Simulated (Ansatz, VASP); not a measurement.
## One calculation of TiSi2, two programs

```xyz
6
Lattice="0.0359 4.1970 4.2796 2.4160 0.0209 4.2796 2.4519 4.2179 0.0000" Properties=species:S:1:pos:R:3 pbc="T T T"
Ti    3.6779    6.3268    6.4272
Ti    2.4519    4.2179    4.2718
Si    1.2162    0.7397    2.1391
Si    1.2357    3.4782    2.1391
Si    2.4258    1.3901    4.2803
Si    2.4781    7.0456    4.2803
```

Change from the starting cell: strain along c alone, the other axes held, atoms relaxed: +2.0 %.

Alike in both runs: functional PBE; k mesh 10 × 10 × 10; occupations gaussian, width 0.1 eV; no spin polarisation.

Ansatz relaxed the structure, and its values are those at the end. VASP's run is a single point on that final structure, the one shown.

|  | VASP | Ansatz |
| --- | --- | --- |
| version | VASP 6.6.1 | Ansatz 0.2.0 |
| potentials or method | VASP PAW PBE potentials, release 64 (Ti_sv, Si), cutoff 520 eV | scalar-relativistic, plane waves, PAW |
| valence electrons in the cell | 40 | 40 |

```tsv
	VASP	Ansatz	Ansatz less VASP
gap on the k mesh at the Fermi level (eV)	none	none	-
pressure (GPa)	-2.3	-2.3	+0.03
rms of the force components (eV/Å)	0.004	0.004	-0.0002
```

A gap of «none» marks a metal or a gap that the smearing closes. With one functional, cell and mesh, what is left measures potentials, basis and numerics. Ansatz's warnings: stress scf threshold loose.
